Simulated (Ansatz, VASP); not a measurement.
# One calculation of KBr, two programs

```
CELL_PARAMETERS angstrom
0.00000 3.29250 3.55590
3.29250 0.00000 3.55590
3.29250 3.29250 0.00000
ATOMIC_POSITIONS crystal
K 0.00000 0.00000 0.00000
Br 0.50000 0.50000 0.50000
```

Change from the starting cell: strain +0.000 along x and y, +0.080 along z, atoms carried along.

Alike in both runs: task single point; functional PBE; k mesh 6 × 6 × 6; occupations gaussian, width 0.05 eV; no spin polarisation.

```csv
,VASP,Ansatz
version,VASP 6.6.1,Ansatz 0.2.0
potentials or method,"VASP PAW PBE potentials, release 64 (K_sv, Br), cutoff 520 eV","scalar-relativistic, plane waves, PAW"
valence electrons in the cell,16,16
```

Ansatz gave:

```
gap on the k mesh at the Fermi level (eV)                     : 4.25
least direct gap on the mesh (eV)                             : 4.25
pressure (GPa)                                                : -0.1
traceless stress, the component that is largest in VASP (GPa) : -0.98
```

Estimate VASP's values.

gap on the k mesh at the Fermi level (eV): 4.24; least direct gap on the mesh (eV): 4.24; pressure (GPa): -0.1; traceless stress, the component that is largest in VASP (GPa): -1.00.
